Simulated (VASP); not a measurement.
# MoS2 (lda) (P6_3/mmc) in VASP: a series of runs, part 2 of 3

VASP 6.6.1. Earlier steps stand in the parts before.

**3. Single point, LDA**

Contents of INCAR:

```
PREC     = Accurate       # precision mode
ENCUT    = 520            # plane-wave cutoff, eV
EDIFF    = 1E-6           # SCF threshold, eV
ISMEAR   = 0              # smearing method
SIGMA    = 0.02           # smearing width, eV
LREAL    = F              # projectors in reciprocal space
LASPH    = T              # aspherical terms in the spheres
NELM     = 100            # most SCF steps
ALGO     = Normal         # electronic algorithm
ISIF     = 2              # what is computed and relaxed
LWAVE    = F              # write WAVECAR
LCHARG   = T              # write CHGCAR
LELF     = T              # ELF
LVHAR    = T            
NBANDS   = 35             # bands
```

Contents of KPOINTS:

```
Automatic mesh
0
Gamma
  12 12 2
```

Contents of POSCAR:

```
MoS2
1.0
    3.1221955730      0.0000000028      0.0000000000
   -1.5610977889      2.7039006804      0.0000000000
    0.0000000000      0.0000000000     12.0794276174
Mo S
2 4
Direct
    0.6666666667      0.3333333333      0.2500000000
    0.3333333333      0.6666666667      0.7500000000
    0.6666666667      0.3333333333      0.6213369710
    0.3333333333      0.6666666667      0.3786630290
    0.6666666667      0.3333333333      0.8786630290
    0.3333333333      0.6666666667      0.1213369710
```

Potentials or basis: VASP PAW LDA potentials, release 64 (Mo_sv, S).

Run with:

```
$ cat potpaw_LDA.64/Mo_sv/POTCAR potpaw_LDA.64/S/POTCAR > POTCAR
$ mpirun -np 1 vasp_std > vasp.out
```

It took 67 s on 1 thread of Intel Xeon Platinum 8488C (Sapphire Rapids), shared host; peak memory 0.24 GiB.

The run converged. Its results:

* Free energy: -48.9580 eV
* Pressure: 0.1 GPa
* Largest force: 0.016 eV/Å
* Band gap on the k mesh: 0.74 eV, indirect (least direct gap 1.77 eV)

Forces on the atoms (eV/Å):
```
Mo   0.000  0.000  0.000
Mo   0.000  0.000  0.000
S    0.000  0.000 -0.016
S    0.000  0.000  0.016
S    0.000  0.000  0.016
S    0.000  0.000 -0.016
```

Levels at points of the mesh, in eV from the valence-band top:
```tsv
k point	band 22	band 23	band 24	band 25	band 26	band 27	band 28	band 29	band 30	band 31
(0.00, 0.00, 0.00)	-2.20	-2.20	-1.40	-1.15	0.00	2.14	2.14	2.18	2.18	2.33
(0.50, 0.00, 0.00)	-2.59	-1.76	-1.53	-1.51	-1.39	1.67	1.72	2.02	2.37	2.81
(0.00, 0.00, 0.50)	-2.23	-2.23	-2.23	-0.29	-0.29	2.15	2.15	2.15	2.15	2.45
(0.50, 0.00, 0.50)	-2.77	-1.64	-1.64	-1.45	-1.45	1.69	1.69	2.21	2.21	3.21
```

**4. Relaxation of cell and atoms, LDA**

This run uses another cell than the first one, of 19.68 Å³/atom, 1.158 times its volume.

Contents of INCAR:

```
SYSTEM = MoS2
PREC = Accurate
ENCUT = 600
EDIFF = 1E-6
ISMEAR = 0
SIGMA = 0.02
LREAL = .FALSE.
LASPH = .TRUE.
NELM = 100
ALGO = Normal
ISIF = 3
LWAVE = .FALSE.
LCHARG = .FALSE.
GGA = CA
IBRION = 2
NSW = 100
EDIFFG = -0.002
```

Contents of KPOINTS:

```
Automatic mesh
0
G
  12 12 2
  0 0 0
```

Contents of POSCAR:

```
MoS2
1.0
    3.1922379100      0.0000000000      0.0000000000
   -1.5961189600      2.7645591300      0.0000000000
    0.0000000000      0.0000000000     13.3782940000
Mo S
2 4
Direct
    0.6666666700      0.3333333300      0.2500000000
    0.3333333300      0.6666666700      0.7500000000
    0.6666666700      0.3333333300      0.6330820000
    0.3333333300      0.6666666700      0.3669180000
    0.6666666700      0.3333333300      0.8669180000
    0.3333333300      0.6666666700      0.1330820000
```

Potentials or basis: VASP PAW LDA potentials, release 64 (Mo_sv, S).

Run with:

```
$ cat potpaw_LDA.64/Mo_sv/POTCAR potpaw_LDA.64/S/POTCAR > POTCAR
$ mpirun -np 1 vasp_std > vasp.out
```

OUTCAR:

```text
SYSTEM = MoS2
   PREC = Accurate
   ENCUT = 600
   EDIFF = 1E-6
   ISMEAR = 0
   LREAL = .FALSE.
   LASPH = .TRUE.
   NELM = 100
   ISIF = 3
   GGA = CA
   IBRION = 2
   NSW = 100
   EDIFFG = -0.002

 ion  position               nearest neighbor table
   1  0.667  0.333  0.250-   4 2.42   6 2.42   4 2.42   6 2.42   4 2.42   6 2.42
   2  0.333  0.667  0.750-   3 2.42   5 2.42   3 2.42   5 2.42   3 2.42   5 2.42
   3  0.667  0.333  0.633-   2 2.42   2 2.42   2 2.42
   4  0.333  0.667  0.367-   1 2.42   1 2.42   1 2.42
   5  0.667  0.333  0.867-   2 2.42   2 2.42   2 2.42
   6  0.333  0.667  0.133-   1 2.42   1 2.42   1 2.42

  LATTYP: Found a hexagonal cell.
 ALAT       =     3.1922379100
 C/A-ratio  =     4.1908825022

  Lattice vectors:

 A1 = (   3.1922379100,   0.0000000000,   0.0000000000)
 A2 = (  -1.5961189600,   2.7645591300,   0.0000000000)
 A3 = (   0.0000000000,   0.0000000000,  13.3782940000)

Analysis of symmetry for initial positions (statically):
=====================================================================
 Subroutine PRICEL returns:
 Original cell was already a primitive cell.

 Routine SETGRP: Setting up the symmetry group for a
 hexagonal supercell.

 Subroutine GETGRP returns: Found 24 space group operations
 (whereof 12 operations were pure point group operations)
 out of a pool of 24 trial point group operations.

The static configuration has the point symmetry D_3d.
 The point group associated with its full space group is D_6h.

Analysis of symmetry for dynamics (positions and initial velocities):
=====================================================================
 Subroutine PRICEL returns:
 Original cell was already a primitive cell.

 Routine SETGRP: Setting up the symmetry group for a
 hexagonal supercell.

 Subroutine GETGRP returns: Found 24 space group operations
 (whereof 12 operations were pure point group operations)
 out of a pool of 24 trial point group operations.

The dynamic configuration has the point symmetry D_3d.
 The point group associated with its full space group is D_6h.

 Subroutine INISYM returns: Found 24 space group operations
 (whereof 12 operations are pure point group operations),
 and found     1 'primitive' translations

----------------------------------------------------------------------------------------

                                     Primitive cell

  volume of cell :     118.0652

  direct lattice vectors                    reciprocal lattice vectors
     3.192237910  0.000000000  0.000000000     0.313259860  0.180860665  0.000000000
    -1.596118960  2.764559130  0.000000000     0.000000000  0.361721328  0.000000000
     0.000000000  0.000000000 13.378294000     0.000000000  0.000000000  0.074747946

  length of vectors
     3.192237910  3.192237917 13.378294000     0.361721329  0.361721328  0.074747946

  position of ions in fractional coordinates (direct lattice)
     0.666666670  0.333333330  0.250000000
     0.333333330  0.666666670  0.750000000
     0.666666670  0.333333330  0.633082000
     0.333333330  0.666666670  0.366918000
     0.666666670  0.333333330  0.866918000
     0.333333330  0.666666670  0.133082000

  ion indices of the primitive-cell ions
[... 66 lines left out ...]
   ions per type =               2   4
   NGX,Y,Z   is equivalent  to a cutoff of  14.58, 14.58, 13.42 a.u.
   NGXF,Y,Z  is equivalent  to a cutoff of  29.16, 29.16, 26.84 a.u.
 SYSTEM =  MoS2
   PREC   = accura    normal or accurate (medium, high low for compatibility)
   ISTART =      0    job   : 0-new  1-cont  2-samecut
   ICHARG =      2    charge: 1-file 2-atom 10-const
   ISPIN  =      1    spin polarized calculation?
   LNONCOLLINEAR =      F non collinear calculations
   LSORBIT =      F    spin-orbit coupling
   LASPH  =      T    aspherical Exc in radial PAW
   ENCUT  =  600.0 eV  44.10 Ry    6.64 a.u.   6.38  6.38 26.72*2*pi/ulx,y,z
   NELM   =    100;   NELMIN=  2; NELMDL= -5     # of ELM steps
   EDIFF  = 0.1E-05   stopping-criterion for ELM
   LREAL  =      F    real-space projection
   EDIFFG = -.2E-02   stopping-criterion for IOM
   NSW    =    100    number of steps for IOM
   IBRION =      2    ionic relax: 0-MD 1-quasi-New 2-CG
   NFREE  =      1    steps in history (QN), initial steepest desc. (CG)
   ISIF   =      3    stress and relaxation
   ISYM   =      2    0-nonsym 1-usesym 2-fastsym
   POTIM  = 0.5000    time-step for ionic-motion
   TEBEG  =    0.0;   TEEND  =   0.0 temperature during run
   PSTRESS=    0.0 pullay stress
   NELECT =      52.0000    total number of electrons
   NUPDOWN=      -1.0000    fix difference up-down
   EMIN   =  10.00;   EMAX   =-10.00  energy-range for DOS
   EFERMI =   0.00;   METHOD = LEGACY
   ISMEAR =     0;   SIGMA  =   0.02  broadening in eV -4-tet -1-fermi 0-gaus
   EFERMI_NEDOS =   21; number of points for ismear=-14 and -15
   IALGO  =     38    algorithm
   IMIX   =      4    mixing-type and parameters
     AMIX     =   0.40;   BMIX     =  1.00
     AMIX_MAG =   1.60;   BMIX_MAG =  1.00
  volume/ion in A,a.u.               =      19.68       132.79
  Fermi-wavevector in a.u.,A,eV,Ry     =   1.245571  2.353789 21.108736  1.551448
  Thomas-Fermi vector in A             =   2.379788
   LORBIT       =      0    0 simple, 1 ext, 2 COOP (PROOUT), +10 PAW based schemes
   GGA     = CA    functional components
   LHFCALC =     F    Hartree Fock is set to
   AEXX    =    0.0000 exact exchange contribution
   IVDW    =     0    specifies the selected vdW correction
   LEPSILON=     F    determine dielectric tensor
   LRPA    =     F    only Hartree local field effects (RPA)
 conjugate gradient relaxation of ions
 non-spin polarized calculation
 Gauss-broadening in eV      SIGMA  =   0.02
  energy-cutoff  :      600.00
  volume of cell :      118.07
 maximum number of plane-waves:      3981
 NGX is ok and might be reduce to    28
   NGX = 13   NGY = 13   NGZ = 53

--------------------------------------- Ionic step        1  -------------------------------------------

 number of electron      52.0000000 magnetization

 Free energy of the ion-electron system (eV)
  ---------------------------------------------------
  ext. energy  EPLUGINS =         0.00000000
  ---------------------------------------------------
  free energy    TOTEN  =       -48.73883230 eV

  energy without entropy =      -48.73883230  energy(sigma->0) =      -48.73883230

------------------------ aborting loop because EDIFF is reached ----------------------------------------

  FORCE on cell =-STRESS in cart. coord.  units (eV):
  Direction    XX          YY          ZZ          XY          YZ          ZX
  --------------------------------------------------------------------------------------
  -------------------------------------------------------------------------------------
  Total       -5.4652787     -5.4652787     -4.7764311      0.0000000     -0.0000000      0.0000000
  in kB      -74.1653460    -74.1653463    -64.8174930      0.0000001     -0.0000000      0.0000000
  external PRESSURE =     -71.0493951 kB  Pullay stress =       0.0000000 kB
[... 101 lines left out ...]
  FREE ENERGIE OF THE ION-ELECTRON SYSTEM (eV)
  ---------------------------------------------------
  free  energy   TOTEN  =       -48.8697265402 eV

  energy  without entropy=      -48.8697265402  energy(sigma->0) =      -48.86972654

[... ionic steps 4 to 23 ...]

--------------------------------------- Ionic step       24  -------------------------------------------

 number of electron      52.0000001 magnetization

------------------------ aborting loop because EDIFF is reached ----------------------------------------
[... 75 lines left out ...]
--------------------------------------- Ionic step       26  -------------------------------------------

 number of electron      52.0000001 magnetization

 Free energy of the ion-electron system (eV)
  ---------------------------------------------------
  ext. energy  EPLUGINS =         0.00000000
  ---------------------------------------------------
  free energy    TOTEN  =       -48.96312417 eV

  energy without entropy =      -48.96312417  energy(sigma->0) =      -48.96312417

 E-fermi :   8.1689     XC(G=0): -11.3741

 val. band max:        8.0476876244   @ k =   0.0000   0.0000   0.0000
 cond. band min:       8.7874405077   @ k =   0.1667   0.1667   0.0000
 fundamental gap:      0.7397528834
 Fermi energy:         8.1688654348

 k-point     1 :       0.0000    0.0000    0.0000
  band No.  band energies     occupation
      1     -53.1315      2.00000
      2     -53.1315      2.00000
      3     -27.5244      2.00000
      4     -27.5243      2.00000
      5     -27.2348      2.00000
      6     -27.2348      2.00000
[... 805 lines left out ...]
     30       9.7191      0.00000
     31      11.0214      0.00000

 [... further k-points ...]
[... 5 lines left out ...]
  --------------------------------------------------------------------------------------
  -------------------------------------------------------------------------------------
  Total        0.0039655      0.0039655      0.0044966     -0.0000000      0.0000000      0.0000000
  in kB        0.0622486      0.0622486      0.0705853     -0.0000000      0.0000000      0.0000000
  external PRESSURE =       0.0650275 kB  Pullay stress =       0.0000000 kB
[... 21 lines left out ...]
  FREE ENERGIE OF THE ION-ELECTRON SYSTEM (eV)
  ---------------------------------------------------
  free  energy   TOTEN  =       -48.9631241655 eV

  energy  without entropy=      -48.9631241655  energy(sigma->0) =      -48.96312417

 reached required accuracy - stopping structural energy minimisation
```

Run time: 31 min. Hardware: 1 thread of Intel Xeon Platinum 8488C (Sapphire Rapids), shared host; peak memory 0.33 GiB.

Results:

```yaml
Free_energy: -48.9631 eV
Relaxed_volume: 17.01 Å³/atom
Relaxed_cell: a = 3.124 Å, b = 3.124 Å, c = 12.080 Å, α = 90.00°, β = 90.00°, γ = 120.00°
Space_group_after_relaxing_to_0.05_Å: P6_3/mmc (No. 194)
Energy_gained_by_relaxing: 37.4 meV/atom
Ionic_steps: 26
Pressure_after_relaxing: 0.0 GPa
Band_gap_on_the_k_mesh: 0.74 eV, indirect (least direct gap 1.77 eV)
```

Step by step:
```
step  energy change (eV)  largest force (eV/Å)  pressure (GPa)  volume (Å³)
   1              0.0000                0.5737           -7.10       118.07
   2              0.3987                2.4116           17.12       103.77
   3             -0.1309                0.2882           -0.53       113.03
   4             -0.1310                0.3113           -0.37       112.91
   5             -0.1462                0.0973           -0.20       111.80
   6             -0.1462                0.0841           -0.17       111.73
   7             -0.1503                0.0966           -0.09       111.29
   8             -0.1622                0.1365            0.22       109.95
   9             -0.1839                0.2268            0.93       107.27
  10             -0.2018                0.4399            3.06       101.96
  11             -0.2026                0.4329            3.03       101.91
  12             -0.2046                0.4135            2.92       101.77
  13             -0.2082                0.3740            2.73       101.50
  14             -0.2134                0.2955            2.36       100.94
  15             -0.2146                0.1387            1.71        99.83
  16             -0.2156                0.1980            1.95       100.24
  17             -0.2175                0.1765            1.72       100.46
  18             -0.2218                0.1126            1.06       101.12
  19             -0.2241                0.0151           -0.20       102.44
  20             -0.2243                0.0099            0.03       102.18
  21             -0.2243                0.0136            0.06       102.14
  22             -0.2243                0.0122            0.06       102.13
  23             -0.2243                0.0078            0.05       102.11
  24             -0.2243                0.0012            0.01       102.05
  25             -0.2243                0.0032            0.01       102.08
  26             -0.2243                0.0014            0.01       102.07
```

Final structure:
```
Mo S
1.0
     3.12357    0.00000    0.00000
    -1.56178    2.70509    0.00000
     0.00000    0.00000   12.07956
Mo S
2 4
Direct
  0.66667 0.33333 0.25000
  0.33333 0.66667 0.75000
  0.66667 0.33333 0.62132
  0.33333 0.66667 0.37868
  0.66667 0.33333 0.87868
  0.33333 0.66667 0.12132
```

Levels at points of the mesh, in eV from the valence-band top:
```
           k point  band 23  band 24  band 25  band 26  band 27  band 28  band 29  band 30
(0.00, 0.00, 0.00)    -2.20    -1.40    -1.14     0.00     2.14     2.14     2.17     2.17
(0.50, 0.00, 0.00)    -1.76    -1.53    -1.51    -1.39     1.66     1.72     2.02     2.37
(0.00, 0.00, 0.50)    -2.23    -2.23    -0.29    -0.29     2.14     2.14     2.14     2.14
(0.50, 0.00, 0.50)    -1.64    -1.64    -1.45    -1.45     1.68     1.68     2.21     2.21
```

[end of part 2 of 3]
